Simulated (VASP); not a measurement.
Ca2TeP:

```
P Te Ca
1.0
     2.11017    3.65491    0.00000
    -2.11017    3.65491    0.00000
    -2.11017    1.21830    7.13147
P Te Ca
1 1 2
Cartesian
  0.0000 2.4366 3.5657
  0.0000 0.0000 0.0000
  -2.1102 3.6549 4.9485
  0.0000 4.8732 2.1829
```

```yaml
Program: VASP 6.6.1
Task: relaxation of cell and atoms
Functional: PBE
Potentials_or_basis: VASP PAW PBE potentials, release 64 (P, Te, Ca_sv)
Cutoff: 600 eV
k_mesh: 5 × 5 × 5
Occupations: methfessel-paxton, width 0.1137 eV
Spin: no spin polarisation
```

At the start: pressure 2.6 GPa; volume 27.50 Å³/atom.

Q: How do energy, volume and symmetry change on relaxing?

A: Over 13 steps the energy falls by 49.7 meV/atom and the volume is 28.62 Å³/atom (+4.1 %); space group R-3m (No. 166, to 0.1 Å) before and after.

Step by step:
| step | energy change (eV) | largest force (eV/Å) | pressure (GPa) | volume (Å³) |
| --- | --- | --- | --- | --- |
| 1 | 0.0000 | 0.8861 | 2.63 | 110.00 |
| 2 | -0.1031 | 0.5281 | -0.59 | 117.34 |
| 3 | -0.1042 | 0.4970 | -0.89 | 118.19 |
| 4 | -0.1417 | 0.4100 | -0.65 | 116.94 |
| 5 | -0.1943 | 0.0691 | 0.40 | 113.28 |
| 6 | -0.1943 | 0.0580 | 0.44 | 113.17 |
| 7 | -0.1968 | 0.0081 | -0.19 | 114.82 |
| 8 | -0.1970 | 0.0061 | -0.05 | 114.46 |
| 9 | -0.1977 | 0.0005 | -0.03 | 114.39 |
| 10 | -0.1986 | 0.0134 | 0.03 | 114.25 |
| 11 | -0.1986 | 0.0147 | 0.04 | 114.23 |
| 12 | -0.1986 | 0.0144 | 0.03 | 114.24 |
| 13 | -0.1986 | 0.0078 | -0.05 | 114.47 |

Final structure:
```
P Te Ca
1.0
     2.13534    3.69852    0.00000
    -2.13534    3.69852    0.00000
    -2.13534    1.23284    7.24707
P Te Ca
1 1 2
Direct
  0.50000 0.00000 0.50000
  0.00000 0.00000 0.00000
  0.24063 0.51874 0.72189
  0.75937 0.48126 0.27811
```
